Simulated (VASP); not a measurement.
Input of a VASP 6.6.1 run:

Contents of INCAR:

```
SYSTEM = SrVO3
ALGO = Normal
EDIFF = 1E-6
ENCUT = 520
GGA = PE
ISIF = 2
ISMEAR = 0
ISPIN = 2
LASPH = .True.
LCHARG = .False.
LDAU = .True.
LDAUJ = 0 0 0
LDAUL = -1 2 -1
LDAUPRINT = 1
LDAUTYPE = 2
LDAUU = 0 3.25 0
LMAXMIX = 4
LORBIT = 11
LREAL = .False.
LWAVE = .False.
MAGMOM = 0 0.94 -0.03 -0.03 -0.03
NBANDS = 32
NELM = 150
PREC = Accurate
SIGMA = 0.05
```

KPOINTS

```
k-points
0
Gamma
  6 6 6
  0 0 0
```

File POSCAR:

```
SrVO3
1.0
    3.8927877112      0.0000000000      0.0000000000
    0.0000000000      3.8927877112      0.0000000000
    0.0000000000      0.0000000000      3.8927877112
Sr V O
1 1 3
Direct
    0.5000000000      0.5000000000      0.5000000000
    0.0000000000      0.0000000000      0.0000000000
    0.5000000000      0.0000000000      0.0000000000
    0.0000000000      0.5000000000      0.0000000000
    0.0000000000      0.0000000000      0.5000000000
```

Potentials or basis: VASP PAW PBE potentials, release 64 (Sr_sv, V_sv, O).

The run is started by

```sh
$ cat potpaw_PBE.64/Sr_sv/POTCAR potpaw_PBE.64/V_sv/POTCAR potpaw_PBE.64/O/POTCAR > POTCAR
$ mpirun -np 1 vasp_std > vasp.out
```

(1) Estimate the net moment.

(2) Predict the site moments.

(3) Estimate the pressure.

Results:

(1) 1.00 μB per cell.

(2) Sr -0.00; V +1.13; O -0.06 μB.

(3) 0.8 GPa.
